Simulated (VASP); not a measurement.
Here is a VASP 6.6.1 calculation.

INCAR

```
SYSTEM = GaN
PREC = Accurate ; ENCUT = 520
EDIFF = 1E-6 ; ISMEAR = -1
SIGMA = 0.05 ; LREAL = .False.
LASPH = .True. ; NELM = 60
ALGO = Normal ; ISIF = 2
LWAVE = .False. ; LCHARG = .True.
LELF = .True. ; LVHAR = .True.
NBANDS = 26
```

KPOINTS

```
Automatic mesh
0
Gamma
  10 10 5
  0 0 0
```

Contents of POSCAR:

```
GaN
1.0
    3.2423687753      0.0000000000      0.0000000000
   -1.6211843877      2.8079737278      0.0000000000
    0.0000000000      0.0000000000      5.2673198406
Ga N
2 2
Direct
    0.6666666667      0.3333333333      0.5000000000
    0.3333333333      0.6666666667      0.0000000000
    0.6666666667      0.3333333333      0.8750000000
    0.3333333333      0.6666666667      0.3750000000
```

Potentials or basis: VASP PAW LDA potentials, release 64 (Ga_d, N).

Launch:

```bash
$ cat potpaw_LDA.64/Ga_d/POTCAR potpaw_LDA.64/N/POTCAR > POTCAR
$ mpirun -np 1 vasp_std > vasp.out
```

Problem. What does it give for the band gap on the k mesh?

Solution. 1.59 eV, direct.

Problem. What does it give for the pressure?

Solution. -12.9 GPa.

Problem. What does it give for the largest force?

Solution. 0.113 eV/Å.

Forces in eV/Å, atoms in the order of the input:
```
Ga   0.000  0.000 -0.113
Ga   0.000  0.000 -0.113
N    0.000  0.000  0.113
N    0.000  0.000  0.113
```
